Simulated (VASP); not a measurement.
Write the native input for VASP 6.6.1 that does the following.

* Task: single point
* Functional: PBE
* Dispersion: D3(BJ)
* Potentials or basis: VASP PAW PBE potentials, release 64 (O, H, S)
* Cutoff: 520 eV
* k mesh: 1 × 1 × 1
* Occupations: fermi-dirac, width 0.02 eV
* Spin: no spin polarisation
* Dipole correction: no
* Further INCAR settings: ALGO = Normal; EDIFF = 1e-06; NBANDS = 49

The structure of H12SO8 lies in POSCAR:

```
H12SO8
1.0
    5.8790600000      0.0000000000      0.0000000000
    0.0000000000      5.8790600000      0.0000000000
    0.0000000000      0.0000000000      5.8790600000
O H S
8 12 1
Direct
    0.8986300531      0.6052157998      0.9114042041
    0.0764578011      0.1580524778      0.1119566733
    0.2320779172      0.5873728113      0.2609260664
    0.5243865516      0.3914231187     -0.0314676156
    0.5821849071     -0.0124509701      0.8415120785
    0.2066316724      0.3677628737      0.6546624801
    0.6358159298      0.8395559834      0.3276204019
    0.7634553823      1.2324929496      0.4454283508
    1.0422244372      0.6185002364      0.9952611472
    0.9509683521      0.4856558702      0.8105377390
    0.2354798216      0.1100686164      0.1520991451
    0.0236092164      0.0140158461      0.0706915731
    0.3243375642      0.4854177368      0.1698230670
    0.3706885114      0.7008603416      0.2908628250
    0.6884433906      0.4268029243     -0.0545665464
    0.4400533419      0.4224825057     -0.1817807609
    0.5949420486      0.1358550517      0.9087507187
    0.6238922549     -0.1246797957      0.9651372839
    0.2175858045      0.4452752651      0.4995356401
    0.1832775988      0.1987902828      0.6482668998
    0.7748517620      0.9877259290      0.4810292802
```

The input as run:

INCAR

```
PREC = Accurate
ENCUT = 520
EDIFF = 1E-6
ISMEAR = -1
SIGMA = 0.02
LREAL = False
LASPH = True
NELM = 120
ALGO = Normal
ISIF = 2
LWAVE = False
LCHARG = True
GGA = PE
IVDW = 12
LELF = True
LVHAR = True
NBANDS = 49
GGA_COMPAT = False
```

KPOINTS

```
Automatic mesh
0
Gamma
  1 1 1
```

Potentials or basis: VASP PAW PBE potentials, release 64 (O, H, S).

Command:

```console
$ cat potpaw_PBE.64/O/POTCAR potpaw_PBE.64/H/POTCAR potpaw_PBE.64/S/POTCAR > POTCAR
$ mpirun -np 1 vasp_gam > vasp.out
```

It gave:

```
Pressure                   : 0.5 GPa
Largest force              : 3.464 eV/Å
Band gap on the k mesh     : 3.06 eV
Dispersion energy per atom : -0.050 eV
```

Caveat: the k points lie up to 1.07 Å⁻¹ apart.

It took 22 s on 1 thread of Intel(R) Xeon(R) 6975P-C (Granite Rapids), with other jobs on the host, peak memory 0.3 GiB.
